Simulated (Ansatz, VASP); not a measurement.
**YAlSe3 in VASP and in Ansatz**

```
Y Al Se
1.0
     4.89758    0.00000    0.00000
     0.00000    4.89758    0.00000
     0.00000    0.00000    4.89758
Y Al Se
1 1 3
Direct
  0.00000 0.00000 0.00000
  0.50000 0.50000 0.50000
  0.00000 0.50000 0.50000
  0.50000 0.00000 0.50000
  0.50000 0.50000 0.00000
```

Change from the starting cell: species swapped into the CsPbBr3 type (Pm-3m, No. 221).

Alike in both runs: functional PBE; k mesh 4 × 4 × 4; occupations gaussian, width 0.1 eV; no spin polarisation.

Ansatz relaxed the structure, and its values are those at the end. VASP's run is a single point on that final structure, the one shown.

```csv
,VASP,Ansatz
version,VASP 6.6.1,Ansatz 0.2.0
potentials or method,"VASP PAW PBE potentials, release 64 (Y_sv, Al, Se), cutoff 520 eV","scalar-relativistic, plane waves, PAW"
valence electrons in the cell,32,62
```

VASP gave:

```
gap on the k mesh at the Fermi level (eV) : none
pressure (GPa)                            : -0.1
```

**Question.** Which values does Ansatz return?

**Answer.** gap on the k mesh at the Fermi level (eV): none; pressure (GPa): -0.2.

A gap of «none» marks a metal or a gap that the smearing closes. VASP's potentials hold 32 valence electrons a cell and Ansatz's 62, so a difference there can come from the potentials and not from the codes.
